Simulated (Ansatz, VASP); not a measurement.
C in VASP and in Ansatz

```xyz
2
Lattice="0.0000 2.2424 3.5702 1.2953 0.0000 3.5702 1.2953 2.2424 0.0000" Properties=species:S:1:pos:R:3 pbc="T T T"
C     1.2953    0.7476    3.5702
C     1.2953    3.7371    3.5702
```

Change from the starting cell: volume 10.370 Å^3 an atom, stretch along b over the lengths across it, relative to the relaxed cell 1.0000.

Alike in both runs: task single point; functional PBE; dispersion D3(BJ); k mesh 18 × 18 × 18; occupations gaussian, width 0.03 eV; no spin polarisation.

```csv
,VASP,Ansatz
version,VASP 6.6.1,Ansatz 0.2.0
potentials or method,"VASP PAW PBE potentials, release 64 (C), cutoff 520 eV","scalar-relativistic, plane waves, PAW"
valence electrons in the cell,8,8
```

|  | VASP | Ansatz | Ansatz less VASP |
| --- | --- | --- | --- |
| gap on the k mesh at the Fermi level (eV) | 0.06 | 0.06 | 0.000 |
| least direct gap on the mesh (eV) | 0.11 | 0.11 | 0.000 |
| rms of the force components (eV/Å) | 0.003 | 0.003 | 0.0000 |

Atom by atom the forces differ by 0.000 eV/Å (rms over components).
